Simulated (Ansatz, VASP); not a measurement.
Si2Ge in VASP and in Ansatz

```
CELL_PARAMETERS angstrom
3.03237 0.00000 0.00000
-1.51618 2.62611 0.00000
0.00000 0.00000 12.60830
ATOMIC_POSITIONS crystal
Si 0.33333 0.66667 0.72838
Si 0.33333 0.66667 0.42637
Si 0.66667 0.33333 0.27162
Si 0.66667 0.33333 0.57363
Ge 0.33333 0.66667 0.11005
Ge 0.66667 0.33333 0.88995
```

Alike in both runs: functional PBE; k mesh 6 × 6 × 2; occupations gaussian, width 0.1 eV; no spin polarisation.

Ansatz relaxed the structure, and its values are those at the end. VASP's run is a single point on that final structure, the one shown.

```csv
,VASP,Ansatz
version,VASP 6.6.1,Ansatz 0.2.0
potentials or method,"VASP PAW PBE potentials, release 64 (Si, Ge_d), cutoff 520 eV","scalar-relativistic, plane waves, PAW"
valence electrons in the cell,44,44
```

Ansatz gave:

```
gap on the k mesh at the Fermi level (eV) : none
pressure (GPa)                            : 0.0
rms of the force components (eV/Å)        : 0.012
```

Question: What did VASP give for the same quantities?

Answer: gap on the k mesh at the Fermi level (eV): none; pressure (GPa): 0.0; rms of the force components (eV/Å): 0.013.

A gap of «none» marks a metal or a gap that the smearing closes.

The k mesh is coarse, so the values compare programs but aren't converged.
